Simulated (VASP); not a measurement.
Set up this calculation in VASP 6.6.1, as the native input.

```
Task                   : relaxation of cell and atoms
Functional             : r2SCAN
Potentials or basis    : VASP PAW PBE potentials, release 64 (Ag)
Cutoff                 : 600 eV
k mesh                 : 18 × 18 × 18
Occupations            : gaussian, width 0.1 eV
Spin                   : no spin polarisation
Target pressure        : 1 GPa
Dipole correction      : no
Further INCAR settings : ALGO = Normal; EDIFF = 1e-07; IBRION = 2; EDIFFG = -0.008; NSW = 70; ISIF = 3
```

Ag:

```
CELL_PARAMETERS angstrom
-1.62885 1.62885 1.62885
1.62885 -1.62885 1.62885
1.62885 1.62885 -1.62885
ATOMIC_POSITIONS crystal
Ag 0.00000 0.00000 0.00000
```

This isn't the form of Ag at room conditions, which is fcc.

The input as run:

POSCAR

```
Ag
1.0
   -1.6288495331      1.6288495331      1.6288495331
    1.6288495331     -1.6288495331      1.6288495331
    1.6288495331      1.6288495331     -1.6288495331
Ag
1
Direct
    0.0000000000      0.0000000000      0.0000000000
```

INCAR.step1

```
PREC = Accurate
ENCUT = 600
ISMEAR = 0
SIGMA = 0.1
LREAL = F
LASPH = T
NELM = 100
GGA = PE
ALGO = Normal
EDIFF = 1E-4
LWAVE = T
LCHARG = F
```

INCAR.step2

```
PREC = Accurate
ENCUT = 600
EDIFF = 1E-7
ISMEAR = 0
SIGMA = 0.1
LREAL = F
LASPH = T
NELM = 100
ALGO = Normal
ISIF = 3
LWAVE = F
LCHARG = F
METAGGA = R2SCAN
LMIXTAU = T
IBRION = 2
NSW = 70
EDIFFG = -0.008
PSTRESS = 10.0
ISTART = 1
```

KPOINTS

```
Automatic mesh
0
Gamma
  18 18 18
```

Potentials or basis: VASP PAW PBE potentials, release 64 (Ag).

Launch:

```sh
$ cat potpaw_PBE.64/Ag/POTCAR > POTCAR
$ cp INCAR.step1 INCAR
$ mpirun -np 1 vasp_std > vasp.out
$ cp INCAR.step2 INCAR
$ mpirun -np 1 vasp_std > vasp.out
```

It gave:

| Item | Value |
| --- | --- |
| Relaxed volume | 17.31 Å³/atom |
| Relaxed cell | a = 2.822 Å, b = 2.822 Å, c = 2.822 Å, α = 109.47°, β = 109.47°, γ = 109.47° |
| Space group after relaxing (to 0.1 Å) | Im-3m (No. 229) |
| Energy change on relaxing (the run minimises the enthalpy) | -0.1 meV/atom |
| Ionic steps | 3 |
| Pressure after relaxing | 1.0 GPa |
| Band gap on the k mesh | zero (an odd number of electrons rules out a gap without spin polarisation) |

Caveat: the cell is relaxed towards a set pressure, so the run minimises the enthalpy, not the energy; the PAW data sets were made with another functional, which shifts forces and pressure a little.

Wall time 3.1 min on 1 thread of AMD EPYC 9R45 96-Core Processor (Zen 5) (shared host), peak memory 0.15 GiB.
